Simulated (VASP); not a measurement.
# CrO2 (R3m) in VASP: single point with PBEsol

Aim: the single point of CrO2 with PBEsol.

All numbers are computed with VASP 6.6.1; they aren't measurements. Logs are shortened: lines on timing, memory, paths and dates and some standing lists are left out, and cuts for length are marked.

## 1. The cell of the first run

The structure is trigonal, space group R3m (No. 160). Conventional cell: a = 2.588 Å, b = 2.588 Å, c = 15.921 Å, α = 90.00°, β = 90.00°, γ = 120.00°. Cr (site symmetry 3m) has 6 O at 1.88 Å and 6 Cr at 2.59 Å within 2.6 Å. Within 2.6 Å of O (site symmetry 3m) lie 3 Cr at 1.88 Å and 7 O at 2.30 to 2.59 Å. Within 2.6 Å of O (site symmetry 3m) lie 3 Cr at 1.88 Å and 7 O at 2.30 to 2.59 Å.

## 2. Single point, PBEsol

Contents of INCAR:

```
SYSTEM = CrO2
PREC     = Accurate       ! precision mode
ENCUT    = 700            ! plane-wave cutoff, eV
EDIFF    = 1E-6           ! SCF threshold, eV
ISMEAR   = 0              ! smearing method
SIGMA    = 0.1            ! smearing width, eV
LREAL    = .False.        ! projectors in reciprocal space
LASPH    = .True.         ! aspherical terms in the spheres
NELM     = 120            ! most SCF steps
ALGO     = Normal         ! electronic algorithm
ISIF     = 2              ! what is computed and relaxed
LWAVE    = .False.        ! write WAVECAR
LCHARG   = .False.        ! write CHGCAR
GGA      = PS             ! functional
NBANDS   = 20             ! bands
GGA_COMPAT= .False.
```

Contents of KPOINTS:

```
regular mesh
0
Gamma
  12 12 12
  0 0 0
```

Contents of POSCAR:

```
CrO2
1.0
    1.2937806441      0.7469646032      5.3068861760
   -1.2937806441      0.7469646032      5.3068861760
    0.0000000000     -1.4939292064      5.3068861760
Cr O
1 2
Direct
    0.0006784620      0.0006784620      0.0006784620
    0.4061473754      0.4061473754      0.4061473754
    0.2618741626      0.2618741626      0.2618741626
```

Potentials or basis: VASP PAW PBE potentials, release 64 (Cr_sv, O).

The run is started by

```console
$ cat potpaw_PBE.64/Cr_sv/POTCAR potpaw_PBE.64/O/POTCAR > POTCAR
$ mpirun -np 1 vasp_std > vasp.out
```

OUTCAR:

```text
SYSTEM = CrO2
   PREC = Accurate
   ENCUT = 700
   EDIFF = 1E-6
   ISMEAR = 0
   LREAL = .False.
   LASPH = .True.
   NELM = 120
   ISIF = 2
   GGA = PS

 ion  position               nearest neighbor table
   1  0.001  0.001  0.001-   2 1.88   2 1.88   2 1.88   3 1.88   3 1.88   3 1.88
   2  0.406  0.406  0.406-   1 1.88   1 1.88   1 1.88
   3  0.262  0.262  0.262-   1 1.88   1 1.88   1 1.88

  LATTYP: Found a trigonal (rhomboedric) cell.
 ALAT       =     5.5131538486
 COS(alpha) =     0.8898584787

  Lattice vectors:

 A1 = (   1.2937806441,   0.7469646032,   5.3068861760)
 A2 = (  -1.2937806441,   0.7469646032,   5.3068861760)
 A3 = (   0.0000000000,  -1.4939292064,   5.3068861760)

Analysis of symmetry for initial positions (statically):
=====================================================================
 Subroutine PRICEL returns:
 Original cell was already a primitive cell.

 Routine SETGRP: Setting up the symmetry group for a
 trigonal (rhombohedral) supercell.

 Subroutine GETGRP returns: Found  6 space group operations
 (whereof  6 operations were pure point group operations)
 out of a pool of 12 trial point group operations.

The static configuration has the point symmetry C_3v.

Analysis of symmetry for dynamics (positions and initial velocities):
=====================================================================
 Subroutine PRICEL returns:
 Original cell was already a primitive cell.

 Routine SETGRP: Setting up the symmetry group for a
 trigonal (rhombohedral) supercell.

 Subroutine GETGRP returns: Found  6 space group operations
 (whereof  6 operations were pure point group operations)
 out of a pool of 12 trial point group operations.

The dynamic configuration has the point symmetry C_3v.

 Subroutine INISYM returns: Found  6 space group operations
 (whereof  6 operations are pure point group operations),
 and found     1 'primitive' translations

----------------------------------------------------------------------------------------

                                     Primitive cell

  volume of cell :      30.7717

  direct lattice vectors                    reciprocal lattice vectors
     1.293780644  0.746964603  5.306886176     0.386464276  0.223125254  0.062811472
    -1.293780644  0.746964603  5.306886176    -0.386464276  0.223125254  0.062811472
     0.000000000 -1.493929206  5.306886176     0.000000000 -0.446250508  0.062811472

  length of vectors
     5.513153849  5.513153849  5.513153849     0.450649306  0.450649306  0.450649306

  position of ions in fractional coordinates (direct lattice)
     0.000678462  0.000678462  0.000678462
     0.406147375  0.406147375  0.406147375
     0.261874163  0.261874163  0.261874163

  ion indices of the primitive-cell ions
   primitive index   ion index
                 1           1
                 2           2
                 3           3

----------------------------------------------------------------------------------------

 KPOINTS: regular mesh

Automatic generation of k-mesh.
 Grid dimensions read from file:
 generate k-points for:   12   12   12

 Generating k-lattice:

  Cartesian coordinates                     Fractional coordinates (reciprocal lattice)
     0.032205356  0.018593771  0.005234289     0.083333333  0.000000000  0.000000000
    -0.032205356  0.018593771  0.005234289     0.000000000  0.083333333  0.000000000
     0.000000000 -0.037187542  0.005234289     0.000000000  0.000000000  0.083333333

  Length of vectors
     0.037554109  0.037554109  0.037554109

  Shift w.r.t. Gamma in fractional coordinates (k-lattice)
     0.000000000  0.000000000  0.000000000

 Subroutine IBZKPT returns following result:
 ===========================================

 Found    189 irreducible k-points:

 Following reciprocal coordinates:
            Coordinates               Weight
  0.000000  0.000000  0.000000      1.000000
  0.083333 -0.000000  0.000000      6.000000
  0.166667  0.000000  0.000000      6.000000
  0.250000 -0.000000  0.000000      6.000000
  0.333333 -0.000000  0.000000      6.000000
  0.416667 -0.000000  0.000000      6.000000
[... 16 lines left out ...]
  0.500000  0.166667  0.000000     12.000000
 -0.416667  0.166667 -0.000000     12.000000
 [... further k-points ...]
   k-points           NKPTS =    189   k-points in BZ     NKDIM =    189   number of bands    NBANDS=     20
   number of dos      NEDOS =    301   number of ions     NIONS =      3
   total plane-waves  NPLWV = 110592
   dimension x,y,z NGX =    48 NGY =   48 NGZ =   48
   dimension x,y,z NGXF=    96 NGYF=   96 NGZF=   96
   ions per type =               1   2
   NGX,Y,Z   is equivalent  to a cutoff of  14.47, 14.47, 14.47 a.u.
   NGXF,Y,Z  is equivalent  to a cutoff of  28.95, 28.95, 28.95 a.u.
 SYSTEM =  CrO2
   PREC   = accura    normal or accurate (medium, high low for compatibility)
   ISTART =      0    job   : 0-new  1-cont  2-samecut
   ICHARG =      2    charge: 1-file 2-atom 10-const
   ISPIN  =      1    spin polarized calculation?
   LNONCOLLINEAR =      F non collinear calculations
   LSORBIT =      F    spin-orbit coupling
   LASPH  =      T    aspherical Exc in radial PAW
   ENCUT  =  700.0 eV  51.45 Ry    7.17 a.u.  11.89 11.89 11.89*2*pi/ulx,y,z
   NELM   =    120;   NELMIN=  2; NELMDL= -5     # of ELM steps
   EDIFF  = 0.1E-05   stopping-criterion for ELM
   LREAL  =      F    real-space projection
   EDIFFG = 0.1E-04   stopping-criterion for IOM
   NSW    =      0    number of steps for IOM
   IBRION =     -1    ionic relax: 0-MD 1-quasi-New 2-CG
   NFREE  =      0    steps in history (QN), initial steepest desc. (CG)
   ISIF   =      2    stress and relaxation
   ISYM   =      2    0-nonsym 1-usesym 2-fastsym
   POTIM  = 0.5000    time-step for ionic-motion
   TEBEG  =    0.0;   TEEND  =   0.0 temperature during run
   PSTRESS=    0.0 pullay stress
   NELECT =      26.0000    total number of electrons
   NUPDOWN=      -1.0000    fix difference up-down
   EMIN   =  10.00;   EMAX   =-10.00  energy-range for DOS
   EFERMI =   0.00;   METHOD = LEGACY
   ISMEAR =     0;   SIGMA  =   0.10  broadening in eV -4-tet -1-fermi 0-gaus
   EFERMI_NEDOS =   21; number of points for ismear=-14 and -15
   IALGO  =     38    algorithm
   IMIX   =      4    mixing-type and parameters
     AMIX     =   0.40;   BMIX     =  1.00
     AMIX_MAG =   1.60;   BMIX_MAG =  1.00
  volume/ion in A,a.u.               =      10.26        69.22
  Fermi-wavevector in a.u.,A,eV,Ry     =   1.547683  2.924697 32.590349  2.395323
  Thomas-Fermi vector in A             =   2.652741
   LORBIT       =      0    0 simple, 1 ext, 2 COOP (PROOUT), +10 PAW based schemes
   GGA     = PS    functional components
   LHFCALC =     F    Hartree Fock is set to
   AEXX    =    0.0000 exact exchange contribution
   IVDW    =     0    specifies the selected vdW correction
   LEPSILON=     F    determine dielectric tensor
   LRPA    =     F    only Hartree local field effects (RPA)
 non-spin polarized calculation
 Gauss-broadening in eV      SIGMA  =   0.10
  energy-cutoff  :      700.00
  volume of cell :       30.77
 maximum number of plane-waves:      1324
   NGX = 23   NGY = 23   NGZ = 23

 number of electron      26.0000000 magnetization

 Free energy of the ion-electron system (eV)
  ---------------------------------------------------
  ext. energy  EPLUGINS =         0.00000000
  ---------------------------------------------------
  free energy    TOTEN  =       -26.31360169 eV

  energy without entropy =      -26.31352641  energy(sigma->0) =      -26.31356405

 E-fermi :   5.9426     XC(G=0): -11.3067

 val. band max:        5.8441708259   @ k =   0.5000   0.5000   0.5000
 cond. band min:       6.1128675101   @ k =  -0.3333   0.3333   0.0000
 fundamental gap:      0.2686966842
 Fermi energy:         5.9426328472

 k-point     1 :       0.0000    0.0000    0.0000
  band No.  band energies     occupation
      1     -67.1490      2.00000
      2     -38.5661      2.00000
      3     -38.2968      2.00000
      4     -38.2968      2.00000
      5     -15.0912      2.00000
      6     -13.1295      2.00000
[... 12 lines left out ...]
     19      16.4817      0.00000
     20      18.5701      0.00000

 k-point     2 :       0.0833   -0.0000    0.0000
  band No.  band energies     occupation
      1     -67.1413      2.00000
      2     -38.5559      2.00000
      3     -38.3456      2.00000
      4     -38.3072      2.00000
      5     -14.9820      2.00000
      6     -13.1085      2.00000
[... 12 lines left out ...]
     19      16.6147      0.00000
     20      18.9850      0.00000

 k-point     3 :       0.1667    0.0000    0.0000
  band No.  band energies     occupation
      1     -67.1201      2.00000
      2     -38.5276      2.00000
      3     -38.4775      2.00000
      4     -38.3353      2.00000
      5     -14.6798      2.00000
      6     -13.0493      2.00000
[... 12 lines left out ...]
     19      16.9690      0.00000
     20      20.0196      0.00000

 k-point     4 :       0.2500   -0.0000    0.0000
  band No.  band energies     occupation
      1     -67.0911      2.00000
      2     -38.6548      2.00000
      3     -38.4890      2.00000
      4     -38.3735      2.00000
      5     -14.2561      2.00000
      6     -12.9639      2.00000
[... 12 lines left out ...]
     19      17.4139      0.00000
     20      21.1987      0.00000

 k-point     5 :       0.3333   -0.0000    0.0000
  band No.  band energies     occupation
      1     -67.0619      2.00000
      2     -38.8289      2.00000
      3     -38.4501      2.00000
      4     -38.4114      2.00000
      5     -13.8174      2.00000
      6     -12.8725      2.00000
[... 12 lines left out ...]
     19      17.8517      0.00000
     20      21.8844      0.00000
[... 353 lines left out ...]
      6     -12.9248      2.00000
[... 12 lines left out ...]
     19      17.5173      0.00000
     20      22.0018      0.00000

 k-point    22 :       0.4167    0.1667    0.0000
  band No.  band energies     occupation
      1     -67.0512      2.00000
      2     -38.8280      2.00000
      3     -38.4921      2.00000
      4     -38.4359      2.00000
      5     -13.6507      2.00000
      6     -12.8356      2.00000
[... 12 lines left out ...]
     19      17.9392      0.00000
     20      22.5221      0.00000

 k-point    23 :       0.5000    0.1667    0.0000
  band No.  band energies     occupation
      1     -67.0326      2.00000
      2     -38.9120      2.00000
      3     -38.5418      2.00000
      4     -38.4111      2.00000
      5     -13.3653      2.00000
      6     -12.7629      2.00000
[... 12 lines left out ...]
     19      18.8213      0.00000
     20      21.7267      0.00000

 k-point    24 :      -0.4167    0.1667   -0.0000
  band No.  band energies     occupation
      1     -67.0258      2.00000
      2     -38.9423      2.00000
      3     -38.5603      2.00000
      4     -38.4020      2.00000
      5     -13.2615      2.00000
      6     -12.7325      2.00000
[... 12 lines left out ...]
     19      19.7122      0.00000
     20      20.6730      0.00000

 [... further k-points ...]

------------------------ aborting loop because EDIFF is reached ----------------------------------------

  FORCE on cell =-STRESS in cart. coord.  units (eV):
  Direction    XX          YY          ZZ          XY          YZ          ZX
  --------------------------------------------------------------------------------------
  -------------------------------------------------------------------------------------
  Total        0.0234318      0.0234318      0.0711742      0.0000000      0.0000000     -0.0000000
  in kB        1.2200127      1.2200127      3.7057980      0.0000000      0.0000000     -0.0000000
  external PRESSURE =       2.0486078 kB  Pullay stress =       0.0000000 kB

 VOLUME and BASIS-vectors are now :
 -----------------------------------------------------------------------------
  energy-cutoff  :      700.00
  volume of cell :       30.77
      direct lattice vectors                 reciprocal lattice vectors
     1.293780644  0.746964603  5.306886176     0.386464276  0.223125254  0.062811472
    -1.293780644  0.746964603  5.306886176    -0.386464276  0.223125254  0.062811472
     0.000000000 -1.493929206  5.306886176     0.000000000 -0.446250508  0.062811472

 POSITION                                       TOTAL-FORCE (eV/Angst)
 -----------------------------------------------------------------------------------
      0.00000      0.00000      0.01080         0.000000      0.000000     -0.001219
      0.00000      0.00000      6.46613         0.000000      0.000000      0.026872
      0.00000      0.00000      4.16921         0.000000     -0.000000     -0.025652
 -----------------------------------------------------------------------------------
    total drift:                                0.000000     -0.000000      0.000557

  FREE ENERGIE OF THE ION-ELECTRON SYSTEM (eV)
  ---------------------------------------------------
  free  energy   TOTEN  =       -26.3136016878 eV

  energy  without entropy=      -26.3135264076  energy(sigma->0) =      -26.31356405
```

Run time: 6 min. Hardware: 1 thread of Intel Xeon 6975P-C (Granite Rapids), shared host; peak memory 0.43 GiB.

Results:

* Free energy: -26.3136 eV
* Pressure: 0.2 GPa
* Largest force: 0.027 eV/Å
* Band gap on the k mesh: 0.27 eV (least direct gap 1.52 eV)

Forces on the atoms (eV/Å):
```
Cr   0.000  0.000 -0.001
O    0.000  0.000  0.027
O    0.000  0.000 -0.026
```

Caveat: the PAW data sets were made with another functional, which shifts forces and pressure a little; the run has no spin polarisation, though such a crystal can be magnetic.
